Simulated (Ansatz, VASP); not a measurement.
# ZnCd2Te2S in VASP and in Ansatz

```
Zn Cd Te S
1.0
     3.65182    0.00000    0.00000
     0.00000    4.18641    0.00000
     0.00000    0.00000   10.61849
Zn Cd Te S
1 2 2 1
Cartesian
  1.8259 2.0932 1.4068
  1.8259 2.0932 8.7962
  1.8259 0.0000 4.9664
  0.0000 0.0000 10.8552
  0.0000 2.0932 3.6996
  1.8259 0.0000 7.4405
```

Change from the starting cell: species swapped into the Dy2ZnCuSi2 type (Pmm2, No. 25).

Alike in both runs: functional PBE; k mesh 4 × 4 × 2; occupations gaussian, width 0.1 eV; no spin polarisation.

Ansatz relaxed the structure, and its values are those at the end. VASP's run is a single point on that final structure, the one shown.

|  | VASP | Ansatz |
| --- | --- | --- |
| version | VASP 6.6.1 | Ansatz 0.2.0 |
| potentials or method | VASP PAW PBE potentials, release 64 (Zn, Cd, Te, S), cutoff 520 eV | scalar-relativistic, plane waves, PAW |
| valence electrons in the cell | 54 | 90 |

```csv
,VASP,Ansatz,Ansatz less VASP
gap on the k mesh at the Fermi level (eV),none,none,-
pressure (GPa),0.1,-0.1,-0.17
rms of the force components (eV/Å),0.016,0.012,-0.0045
```

A gap of «none» marks a metal or a gap that the smearing closes. VASP's potentials hold 54 valence electrons a cell and Ansatz's 90, so a difference there can come from the potentials and not from the codes.

The k mesh is coarse, so the values compare programs but aren't converged. Spin-orbit coupling is off throughout.
